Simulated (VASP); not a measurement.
CdTe: single point with HSE06

Crystal: CdTe.

```
Cd Te
1.0
     0.00000    3.37278    3.27996
     3.37278    0.00000    3.27996
     3.37278    3.37278    0.00000
Cd Te
1 1
Direct
  0.00000 0.00000 0.00000
  0.25000 0.25000 0.25000
```

This cell differs from its parent crystal: biaxial xy strain +2.8%.

- Program: VASP 6.6.1
- Task: single point
- Functional: HSE06
- Potentials or basis: VASP PAW PBE potentials, release 64 (Cd, Te)
- Cutoff: 520 eV
- k mesh: 4 × 4 × 4
- Occupations: gaussian, width 0.01 eV
- Spin: no spin polarisation

```json
{
  "Pressure": "-1.8 GPa",
  "Band gap on the k mesh": "1.20 eV"
}
```

Stress tensor (GPa, compression positive):
```
-1.96  0.00  0.00
 0.00 -1.96  0.00
 0.00  0.00 -1.43
```

Levels at points of the mesh, in eV from the valence-band top:
```csv
k point,band 5,band 6,band 7,band 8,band 9,band 10,band 11,band 12,band 13,band 14
"(0.00, 0.00, 0.00)",-9.22,-9.22,-0.08,-0.08,0.00,1.20,5.45,5.46,5.46,8.26
"(0.50, 0.00, 0.00)",-9.21,-8.84,-4.26,-0.81,-0.69,2.44,5.93,6.10,7.80,9.31
"(0.50, 0.50, 0.00)",-9.19,-8.66,-4.11,-1.82,-1.82,3.26,3.34,9.51,9.80,9.80
"(0.50, 0.00, 0.50)",-9.20,-8.70,-4.24,-1.72,-1.68,3.43,3.47,9.31,9.69,9.89
```

It took 9.7 min on 1 thread of Intel(R) Xeon(R) 6975P-C (Granite Rapids) (shared host), peak memory 0.33 GiB.

Caveat: the cell differs from its parent crystal (biaxial xy strain +2.8%); the PAW data sets were made with another functional, which shifts forces and pressure a little; spin-orbit coupling is left out, which moves the levels of the heavy elements.
